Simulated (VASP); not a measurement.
# Si (Fm-3m) in VASP: further runs

Runs on Si. Level: r2SCAN. Tasks: single point.

Everything below comes from runs of VASP 6.6.1. Logs are shortened: lines on timing, memory, paths and dates and some standing lists are left out, and cuts for length are marked.

## (1) The cell of the first run

The structure is cubic, space group Fm-3m (No. 225). The conventional cell has a = 3.822 Å, b = 3.822 Å, c = 3.822 Å, α = 90.00°, β = 90.00°, γ = 90.00°. Si (site symmetry m-3m) has 12 Si at 2.70 Å within 3.6 Å.

## (2) Single point, r2SCAN

File POSCAR:

```
Si
1.0
    0.0000000000      1.9108305409      1.9108305409
    1.9108305409      0.0000000000      1.9108305409
    1.9108305409      1.9108305409      0.0000000000
Si
1
Direct
    0.0000000000      0.0000000000      0.0000000000
```

File INCAR.step1:

```
SYSTEM = Si
ALGO     = Normal         ! electronic algorithm
EDIFF    = 1E-4           ! SCF threshold, eV
ENCUT    = 520            ! plane-wave cutoff, eV
GGA      = PE             ! functional
ISMEAR   = 0              ! smearing method
LASPH    = .True.         ! aspherical terms in the spheres
LCHARG   = .False.        ! write CHGCAR
LREAL    = .False.        ! projectors in reciprocal space
LWAVE    = .True.         ! write WAVECAR
NBANDS   = 8              ! bands
NELM     = 60             ! most SCF steps
PREC     = Accurate       ! precision mode
SIGMA    = 0.1            ! smearing width, eV
```

File INCAR.step2:

```
SYSTEM = Si
ALGO     = Normal         ! electronic algorithm
EDIFF    = 1E-6           ! SCF threshold, eV
ENCUT    = 520            ! plane-wave cutoff, eV
ISIF     = 2              ! what is computed and relaxed
ISMEAR   = 0              ! smearing method
ISTART   = 1            
LASPH    = .True.         ! aspherical terms in the spheres
LCHARG   = .True.         ! write CHGCAR
LELF     = .True.         ! ELF
LMIXTAU  = .True.       
LREAL    = .False.        ! projectors in reciprocal space
LVHAR    = .True.       
LWAVE    = .False.        ! write WAVECAR
METAGGA  = R2SCAN         ! meta-GGA
NBANDS   = 8              ! bands
NELM     = 60             ! most SCF steps
PREC     = Accurate       ! precision mode
SIGMA    = 0.1            ! smearing width, eV
```

File KPOINTS:

```
k-points
0
Gamma
  8 8 8
  0 0 0
```

Potentials or basis: VASP PAW PBE potentials, release 64 (Si).

Launch:

```sh
cat potpaw_PBE.64/Si/POTCAR > POTCAR
cp INCAR.step1 INCAR
mpirun -np 1 vasp_std > vasp.out
cp INCAR.step2 INCAR
mpirun -np 1 vasp_std > vasp.out
```

OUTCAR:

```text
SYSTEM = Si
   EDIFF = 1E-6
   ENCUT = 520
   ISIF = 2
   ISMEAR = 0
   ISTART = 1
   LASPH = .True.
   LREAL = .False.
   METAGGA = R2SCAN
   NELM = 60
   PREC = Accurate

 ion  position               nearest neighbor table
   1  0.000  0.000  0.000-

  LATTYP: Found a face centered cubic cell.
 ALAT       =     3.8216610818

  Lattice vectors:

 A1 = (   0.0000000000,   1.9108305409,   1.9108305409)
 A2 = (   1.9108305409,   0.0000000000,   1.9108305409)
 A3 = (   1.9108305409,   1.9108305409,   0.0000000000)

Analysis of symmetry for initial positions (statically):
=====================================================================
 Subroutine PRICEL returns:
 Original cell was already a primitive cell.

 Routine SETGRP: Setting up the symmetry group for a
 face centered cubic supercell.

 Subroutine GETGRP returns: Found 48 space group operations
 (whereof 48 operations were pure point group operations)
 out of a pool of 48 trial point group operations.

The static configuration has the point symmetry O_h .

Analysis of symmetry for dynamics (positions and initial velocities):
=====================================================================
 Subroutine PRICEL returns:
 Original cell was already a primitive cell.

 Routine SETGRP: Setting up the symmetry group for a
 face centered cubic supercell.

 Subroutine GETGRP returns: Found 48 space group operations
 (whereof 48 operations were pure point group operations)
 out of a pool of 48 trial point group operations.

The dynamic configuration has the point symmetry O_h .

 Subroutine INISYM returns: Found 48 space group operations
 (whereof 48 operations are pure point group operations),
 and found     1 'primitive' translations

----------------------------------------------------------------------------------------

                                     Primitive cell

  volume of cell :      13.9539

  direct lattice vectors                    reciprocal lattice vectors
     0.000000000  1.910830541  1.910830541    -0.261666322  0.261666322  0.261666322
     1.910830541  0.000000000  1.910830541     0.261666322 -0.261666322  0.261666322
     1.910830541  1.910830541  0.000000000     0.261666322  0.261666322 -0.261666322

  length of vectors
     2.702322466  2.702322466  2.702322466     0.453219365  0.453219365  0.453219365

  position of ions in fractional coordinates (direct lattice)
     0.000000000  0.000000000  0.000000000

  ion indices of the primitive-cell ions
   primitive index   ion index
                 1           1

----------------------------------------------------------------------------------------

 KPOINTS: k-points

Automatic generation of k-mesh.
 Grid dimensions read from file:
 generate k-points for:    8    8    8

 Generating k-lattice:

  Cartesian coordinates                     Fractional coordinates (reciprocal lattice)
    -0.032708290  0.032708290  0.032708290     0.125000000  0.000000000  0.000000000
     0.032708290 -0.032708290  0.032708290     0.000000000  0.125000000  0.000000000
     0.032708290  0.032708290 -0.032708290     0.000000000  0.000000000  0.125000000

  Length of vectors
     0.056652421  0.056652421  0.056652421

  Shift w.r.t. Gamma in fractional coordinates (k-lattice)
     0.000000000  0.000000000  0.000000000

 Subroutine IBZKPT returns following result:
 ===========================================

 Found     29 irreducible k-points:

 Following reciprocal coordinates:
            Coordinates               Weight
  0.000000  0.000000  0.000000      1.000000
  0.125000  0.000000  0.000000      8.000000
  0.250000  0.000000  0.000000      8.000000
  0.375000  0.000000  0.000000      8.000000
  0.500000  0.000000  0.000000      4.000000
  0.125000  0.125000  0.000000      6.000000
[... 16 lines left out ...]
  0.500000  0.250000  0.125000     48.000000
 -0.375000  0.250000  0.125000     24.000000
 [... further k-points ...]
   k-points           NKPTS =     29   k-points in BZ     NKDIM =     29   number of bands    NBANDS=      8
   number of dos      NEDOS =    301   number of ions     NIONS =      1
   total plane-waves  NPLWV =   8000
   dimension x,y,z NGX =    20 NGY =   20 NGZ =   20
   dimension x,y,z NGXF=    40 NGYF=   40 NGZF=   40
   ions per type =               1
   NGX,Y,Z   is equivalent  to a cutoff of  12.30, 12.30, 12.30 a.u.
   NGXF,Y,Z  is equivalent  to a cutoff of  24.61, 24.61, 24.61 a.u.
 SYSTEM =  Si
   PREC   = accura    normal or accurate (medium, high low for compatibility)
   ISTART =      1    job   : 0-new  1-cont  2-samecut
   ICHARG =      0    charge: 1-file 2-atom 10-const
   ISPIN  =      1    spin polarized calculation?
   LNONCOLLINEAR =      F non collinear calculations
   LSORBIT =      F    spin-orbit coupling
   LASPH  =      T    aspherical Exc in radial PAW
   ENCUT  =  520.0 eV  38.22 Ry    6.18 a.u.   5.02  5.02  5.02*2*pi/ulx,y,z
   NELM   =     60;   NELMIN=  2; NELMDL=  0     # of ELM steps
   EDIFF  = 0.1E-05   stopping-criterion for ELM
   LREAL  =      F    real-space projection
   EDIFFG = 0.1E-04   stopping-criterion for IOM
   NSW    =      0    number of steps for IOM
   IBRION =     -1    ionic relax: 0-MD 1-quasi-New 2-CG
   NFREE  =      0    steps in history (QN), initial steepest desc. (CG)
   ISIF   =      2    stress and relaxation
   ISYM   =      2    0-nonsym 1-usesym 2-fastsym
   POTIM  = 0.5000    time-step for ionic-motion
   TEBEG  =    0.0;   TEEND  =   0.0 temperature during run
   PSTRESS=    0.0 pullay stress
   NELECT =       4.0000    total number of electrons
   NUPDOWN=      -1.0000    fix difference up-down
   EMIN   =  10.00;   EMAX   =-10.00  energy-range for DOS
   EFERMI =   0.00;   METHOD = LEGACY
   ISMEAR =     0;   SIGMA  =   0.10  broadening in eV -4-tet -1-fermi 0-gaus
   EFERMI_NEDOS =   21; number of points for ismear=-14 and -15
   IALGO  =     38    algorithm
   IMIX   =      4    mixing-type and parameters
     AMIX     =   0.40;   BMIX     =  1.00
     AMIX_MAG =   1.60;   BMIX_MAG =  1.00
  volume/ion in A,a.u.               =      13.95        94.17
  Fermi-wavevector in a.u.,A,eV,Ry     =   1.079434  2.039834 15.853198  1.165177
  Thomas-Fermi vector in A             =   2.215399
   LORBIT       =      0    0 simple, 1 ext, 2 COOP (PROOUT), +10 PAW based schemes
   METAGGA = R2SCAN    functional components
   LHFCALC =     F    Hartree Fock is set to
   AEXX    =    0.0000 exact exchange contribution
   IVDW    =     0    specifies the selected vdW correction
   LEPSILON=     F    determine dielectric tensor
   LRPA    =     F    only Hartree local field effects (RPA)
 non-spin polarized calculation
 Gauss-broadening in eV      SIGMA  =   0.10
  energy-cutoff  :      520.00
  volume of cell :       13.95
 maximum number of plane-waves:       388
   NGX =  9   NGY =  9   NGZ =  9

 number of electron       4.0000000 magnetization

 Free energy of the ion-electron system (eV)
  ---------------------------------------------------
  ext. energy  EPLUGINS =         0.00000000
  ---------------------------------------------------
  free energy    TOTEN  =        -7.99751055 eV

  energy without entropy =       -7.99287887  energy(sigma->0) =       -7.99519471

 E-fermi :  10.8705     XC(G=0): -12.1383

 val. band max:       10.7190252302   @ k =  -0.2500   0.1250   0.0000
 cond. band min:      10.9146418758   @ k =  -0.3750   0.2500   0.0000
 fundamental gap:      0.1956166456
 Fermi energy:        10.8705448107

 k-point     1 :       0.0000    0.0000    0.0000
  band No.  band energies     occupation
      1      -5.0303      2.00000
      2      23.1555      0.00000
      3      23.1555      0.00000
      4      23.1555      0.00000
      5      23.4779      0.00000
      6      23.4779      0.00000
      7      23.4780      0.00000
      8      29.0890      0.00000

 k-point     2 :       0.1250    0.0000    0.0000
  band No.  band energies     occupation
      1      -4.5347      2.00000
      2      17.8209      0.00000
      3      21.4746      0.00000
      4      21.4746      0.00000
      5      25.1749      0.00000
      6      25.6827      0.00000
      7      25.6827      0.00000
      8      29.2574      0.00000

 k-point     3 :       0.2500    0.0000    0.0000
  band No.  band energies     occupation
      1      -3.0548      2.00000
      2      12.1147      0.00000
      3      20.4364      0.00000
      4      20.4364      0.00000
      5      25.0529      0.00000
      6      25.2541      0.00000
      7      25.2541      0.00000
      8      30.2715      0.00000

 k-point     4 :       0.3750    0.0000    0.0000
  band No.  band energies     occupation
      1      -0.6116      2.00000
      2       7.0421      2.00000
      3      20.1550      0.00000
      4      20.1550      0.00000
      5      23.2024      0.00000
      6      23.2024      0.00000
      7      25.1315      0.00000
      8      28.7744      0.00000

 k-point     5 :       0.5000    0.0000    0.0000
  band No.  band energies     occupation
      1       2.5733      2.00000
      2       2.9711      2.00000
      3      20.2664      0.00000
      4      20.2664      0.00000
      5      22.2624      0.00000
      6      22.2625      0.00000
      7      25.3915      0.00000
      8      27.7022      0.00000
[... 177 lines left out ...]
 k-point    22 :       0.3750    0.2500    0.1250
  band No.  band energies     occupation
      1      -1.7476      2.00000
      2      12.7808      0.00000
      3      13.8917      0.00000
      4      18.1458      0.00000
      5      22.6582      0.00000
      6      23.9818      0.00000
      7      27.9263      0.00000
      8      31.5275      0.00000

 k-point    23 :       0.5000    0.2500    0.1250
  band No.  band energies     occupation
      1       0.6803      2.00000
      2       8.2462      2.00000
      3      13.2807      0.00000
      4      15.7027      0.00000
      5      23.0797      0.00000
      6      25.4782      0.00000
      7      27.8726      0.00000
      8      32.3466      0.00000

 k-point    24 :      -0.3750    0.2500    0.1250
  band No.  band energies     occupation
      1       3.8636      2.00000
      2       4.2087      2.00000
      3      13.7927      0.00000
      4      14.2852      0.00000
      5      23.4134      0.00000
      6      24.4863      0.00000
      7      31.2057      0.00000
      8      32.0795      0.00000

 [... further k-points ...]
[... 5 lines left out ...]
  --------------------------------------------------------------------------------------
  -------------------------------------------------------------------------------------
  Total       -0.1877354     -0.1877354     -0.1877354     -0.0000000      0.0000000      0.0000000
  in kB      -21.5556052    -21.5556052    -21.5556052     -0.0000000      0.0000000      0.0000000
  external PRESSURE =     -21.5556052 kB  Pullay stress =       0.0000000 kB

 VOLUME and BASIS-vectors are now :
 -----------------------------------------------------------------------------
  energy-cutoff  :      520.00
  volume of cell :       13.95
      direct lattice vectors                 reciprocal lattice vectors
     0.000000000  1.910830541  1.910830541    -0.261666322  0.261666322  0.261666322
     1.910830541  0.000000000  1.910830541     0.261666322 -0.261666322  0.261666322
     1.910830541  1.910830541  0.000000000     0.261666322  0.261666322 -0.261666322

 POSITION                                       TOTAL-FORCE (eV/Angst)
 -----------------------------------------------------------------------------------
      0.00000      0.00000      0.00000        -0.000000     -0.000000     -0.000000
 -----------------------------------------------------------------------------------
    total drift:                               -0.000000     -0.000000     -0.000000

  FREE ENERGIE OF THE ION-ELECTRON SYSTEM (eV)
  ---------------------------------------------------
  free  energy   TOTEN  =        -7.9975105548 eV

  energy  without entropy=       -7.9928788662  energy(sigma->0) =       -7.99519471
```

It took 6.3 s on 1 thread of AMD EPYC 9R45 (Zen 5), shared host; peak memory 0.09 GiB.

What came out:

```yaml
Free_energy: -7.9975 eV
Pressure: -2.2 GPa
Band_gap_on_the_k_mesh: zero (band 2 reaches 23.16 eV, above the bottom of band 3 at 7.36 eV)
```

Levels at points of the mesh, in eV from the Fermi level:
```csv
k point,band 1,band 2,band 3,band 4,band 5,band 6
"(0.00, 0.00, 0.00)",-15.90,12.28,12.28,12.28,12.61,12.61
"(0.50, 0.00, 0.00)",-8.30,-7.90,9.40,9.40,11.39,11.39
"(0.50, 0.50, 0.00)",-6.16,-4.85,3.34,3.34,4.31,7.51
```

Caveat: the PAW data sets were made with another functional, which shifts forces and pressure a little.

## (3) Single point, r2SCAN (volume scaled by 0.88)

File POSCAR:

```
Si
1.0
    0.0000000000      1.8268576272      1.8268576272
    1.8268576272      0.0000000000      1.8268576272
    1.8268576272      1.8268576272      0.0000000000
Si
1
Direct
    0.0000000000      0.0000000000      0.0000000000
```

File INCAR.step1:

```
PREC = Accurate ; ENCUT = 520
ISMEAR = 0 ; SIGMA = 0.1
LREAL = F ; LASPH = T
NELM = 60 ; NBANDS = 8
GGA = PE ; ALGO = Normal
EDIFF = 1E-4 ; LWAVE = T
LCHARG = F
```

File INCAR.step2:

```
PREC = Accurate ; ENCUT = 520
EDIFF = 1E-6 ; ISMEAR = 0
SIGMA = 0.1 ; LREAL = F
LASPH = T ; NELM = 60
ALGO = Normal ; ISIF = 2
LWAVE = F ; LCHARG = F
METAGGA = R2SCAN ; LMIXTAU = T
NBANDS = 8 ; ISTART = 1
```

File KPOINTS:

```
Automatic mesh
0
Gamma
  18 18 18
```

Potentials or basis: VASP PAW PBE potentials, release 64 (Si).

Launch:

```sh
cat potpaw_PBE.64/Si/POTCAR > POTCAR
cp INCAR.step1 INCAR
mpirun -np 1 vasp_std > vasp.out
cp INCAR.step2 INCAR
mpirun -np 1 vasp_std > vasp.out
```

Run time: 30 s. Hardware: 1 thread of AMD EPYC 9R45 (Zen 5), shared host; peak memory 0.1 GiB.

Results (log left out):

```yaml
Free_energy: -7.9632 eV
Pressure: 14.0 GPa
Band_gap_on_the_k_mesh: zero (band 2 reaches 25.98 eV, above the bottom of band 3 at 9.14 eV)
```

Levels at points of the mesh, in eV from the Fermi level:
| k point | band 1 | band 2 | band 3 | band 4 | band 5 |
| --- | --- | --- | --- | --- | --- |
| (0.00, 0.00, 0.00) | -17.28 | 13.19 | 13.19 | 13.19 | 14.22 |
| (0.50, 0.00, 0.00) | -8.88 | -8.71 | 10.88 | 10.88 | 11.84 |
| (0.50, 0.50, 0.00) | -6.85 | -5.01 | 3.84 | 3.84 | 4.04 |

Caveat: the PAW data sets were made with another functional, which shifts forces and pressure a little.

(Continued in part 2 of 2.)
